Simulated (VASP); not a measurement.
## W: single point with r2SCAN

The system is W.

```
W
1.0
    -1.58422    1.58422    1.58422
     1.58422   -1.58422    1.58422
     1.58422    1.58422   -1.58422
W
1
Direct
  0.00000 0.00000 0.00000
```

```json
{
 "Program": "VASP 6.6.1",
 "Task": "single point",
 "Functional": "r2SCAN",
 "Potentials or basis": "VASP PAW PBE potentials, release 64 (W_sv)",
 "Cutoff": "520 eV",
 "k mesh": "18 × 18 × 18",
 "Occupations": "gaussian, width 0.1 eV",
 "Spin": "no spin polarisation",
 "Dipole correction": "no",
 "Further INCAR settings": "ALGO = Normal; EDIFF = 1e-06; NBANDS = 13"
}
```

```
Pressure               : 1.2 GPa
Band gap on the k mesh : zero (band 7 reaches 16.56 eV, above the bottom of band 8 at 9.97 eV)
```

Levels at points of the mesh, in eV from the Fermi level:
```csv
k point,band 3,band 4,band 5,band 6,band 7,band 8,band 9,band 10,band 11,band 12
"(0.00, 0.00, 0.00)",-38.97,-38.97,-10.10,-1.27,-1.27,-1.27,2.57,2.57,15.26,15.26
"(0.50, 0.00, 0.00)",-39.41,-38.98,-6.53,-3.73,0.52,2.40,3.45,6.32,11.62,12.07
"(0.50, 0.50, 0.50)",-39.92,-39.92,-5.98,-5.98,5.32,5.32,5.32,8.53,8.53,8.53
```

Run time: 61 s on 1 thread of Intel(R) Xeon(R) 6975P-C (Granite Rapids) (shared host), peak memory 0.15 GiB.

Caveat: the PAW data sets were made with another functional, which shifts forces and pressure a little; spin-orbit coupling is left out, which moves the levels of the heavy elements.
